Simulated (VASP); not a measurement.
Set up this calculation in VASP 6.6.1, as the native input.

* Task: single point
* Functional: PBE
* Potentials or basis: VASP PAW PBE potentials, release 64 (Ta_pv, N)
* Cutoff: 520 eV
* k mesh: 20 × 20 × 20
* Occupations: gaussian, width 0.15 eV
* Spin: no spin polarisation
* Dipole correction: no
* Further INCAR settings: ALGO = Normal; EDIFF = 1e-06; NBANDS = 15

The structure of TaN lies in POSCAR:

```
TaN
1.0
    0.0000000000      2.1475905946      2.1475905946
    2.1475905946      0.0000000000      2.1475905946
    2.1475905946      2.1475905946      0.0000000000
Ta N
1 1
Direct
    0.5000000000      0.5000000000      0.5000000000
    0.0000000000      0.0000000000      0.0000000000
```

One way to write it, as run:

INCAR

```
PREC = Accurate
ENCUT = 520
EDIFF = 1E-6
ISMEAR = 0
SIGMA = 0.15
LREAL = F
LASPH = T
NELM = 80
ALGO = Normal
ISIF = 2
LWAVE = F
LCHARG = F
GGA = PE
NBANDS = 15
```

KPOINTS

```
Automatic mesh
0
Gamma
  20 20 20
```

Potentials or basis: VASP PAW PBE potentials, release 64 (Ta_pv, N).

The run is started by

```console
$ cat potpaw_PBE.64/Ta_pv/POTCAR potpaw_PBE.64/N/POTCAR > POTCAR
$ mpirun -np 1 vasp_std > vasp.out
```

Results of the run:

The pressure is 34.5 GPa. The band gap on the k mesh is zero (band 8 reaches 12.50 eV, above the bottom of band 9 at 8.06 eV).

Caveat: spin-orbit coupling is left out, which moves the levels of the heavy elements.

Run time: 41 s on 1 thread of Intel(R) Xeon(R) Platinum 8259CL CPU @ 2.50GHz (Skylake/Cascade Lake), with other jobs on the host, peak memory 0.2 GiB.
